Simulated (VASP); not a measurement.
Here is a VASP 6.6.1 calculation.

INCAR

```
  PREC = Accurate
  ENCUT = 600
  EDIFF = 1E-6
  ISMEAR = 0
  SIGMA = 0.02
  LREAL = False
  LASPH = True
  NELM = 120
  ALGO = Normal
  ISIF = 2
  LWAVE = False
  LCHARG = False
  GGA = PS
  NBANDS = 25
  GGA_COMPAT = False
```

File KPOINTS:

```
Automatic mesh
0
Gamma
  6 6 8
```

File POSCAR:

```
MgF2
1.0
    4.5875999168      0.0000000000      0.0000000000
    0.0000000000      4.5875999168      0.0000000000
    0.0000000000      0.0000000000      3.0369819671
Mg F
2 4
Direct
    0.0000000000      0.0000000000      0.0000000000
    0.5000000000      0.5000000000      0.5000000000
    0.3028752227      0.3028752227      0.0000000000
    0.1971247773      0.8028752227      0.5000000000
    0.6971247773      0.6971247773      0.0000000000
    0.8028752227      0.1971247773      0.5000000000
```

Potentials or basis: VASP PAW PBE potentials, release 64 (Mg, F).

Launch:

```sh
$ cat potpaw_PBE.64/Mg/POTCAR potpaw_PBE.64/F/POTCAR > POTCAR
$ mpirun -np 1 vasp_std > vasp.out
```

Task: Estimate the pressure.

Result: 2.2 GPa.

Task: What does it give for the band gap on the k mesh?

Result: 7.07 eV.

Caveat: the PAW data sets were made with another functional, which shifts forces and pressure a little. A k mesh can miss the band edges.
